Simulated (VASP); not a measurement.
Sb, 1 atom in the cell. The structure is cubic, space group Pm-3m (No. 221). The conventional cell has a = 3.095 Å, b = 3.095 Å, c = 3.095 Å, α = 90.00°, β = 90.00°, γ = 90.00°. Sb (site symmetry m-3m) has 6 Sb at 3.10 Å within 4.1 Å. This isn't the form of Sb at room conditions, which is rhombohedral.

```yaml
Program: VASP 6.6.1
Task: single point
Functional: PBE0
Potentials_or_basis: VASP PAW PBE potentials, release 64 (Sb)
Cutoff: 520 eV
k_mesh: 6 × 6 × 6
Occupations: fermi-dirac, width 0.05 eV
Spin: no spin polarisation
Dipole_correction: no
Grid_for_exact_exchange_PRECFOCK: Normal
Further_INCAR_settings: ALGO = Normal; EDIFF = 1e-07; NBANDS = 8
Share_of_exact_exchange: 0.25
```

Potentials or basis: VASP PAW PBE potentials, release 64 (Sb).

The run is started by

```bash
$ cat potpaw_PBE.64/Sb/POTCAR > POTCAR
$ cp INCAR.step1 INCAR
$ mpirun -np 1 vasp_std > vasp.out
$ cp INCAR.step2 INCAR
$ mpirun -np 1 vasp_std > vasp.out
```

Hardware: 1 thread of Intel(R) Xeon(R) 6975P-C (Granite Rapids), with other jobs on the host.

**Question.** Estimate the wall time of this run.

**Answer.** It took 3.5 min on 1 thread of Intel(R) Xeon(R) 6975P-C (Granite Rapids), with other jobs on the host, peak memory 0.15 GiB. Counts: k points 20.
